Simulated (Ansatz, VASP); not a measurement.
**WS2: VASP beside Ansatz**

```xyz
6
Lattice="3.1462 0.0000 -0.1468 -1.5731 2.7247 -0.0537 -0.5923 -0.5923 12.6967" Properties=species:S:1:pos:R:3 pbc="T T T"
W    -0.4961    1.4076    3.1689
W     1.4769    0.7248    9.3272
S    -0.1707    1.5608    7.7963
S     1.0039    0.4273    1.5769
S    -0.0231    1.7052   10.9192
S     1.1515    0.5717    4.6999
```

Change from the starting cell: engineering shear strain xz -0.0933, engineering shear strain yz -0.0933.

Alike in both runs: functional PBEsol; k mesh 12 × 12 × 2; occupations gaussian, width 0.05 eV; no spin polarisation.

Ansatz relaxed the structure, and its values are those at the end. VASP's run is a single point on that final structure, the one shown.

|  | VASP | Ansatz |
| --- | --- | --- |
| version | VASP 6.6.1 | Ansatz 0.2.0 |
| potentials or method | VASP PAW PBE potentials, release 64 (W_sv, S), cutoff 520 eV | scalar-relativistic, plane waves, PAW |
| valence electrons in the cell | 52 | 52 |

VASP gave:

```
gap on the k mesh at the Fermi level (eV) : 1.08
least direct gap on the mesh (eV)         : 1.87
pressure (GPa)                            : 0.3
rms of the force components (eV/Å)        : 0.009
```

Question: Estimate Ansatz's values.

Answer: gap on the k mesh at the Fermi level (eV): 1.07; least direct gap on the mesh (eV): 1.87; pressure (GPa): 0.1; rms of the force components (eV/Å): 0.003.

VASP's potentials were made for PBE, not for PBEsol, and Ansatz warns of the same on its side. Ansatz's warnings: stress scf threshold loose.

Neither program's run includes spin-orbit coupling.
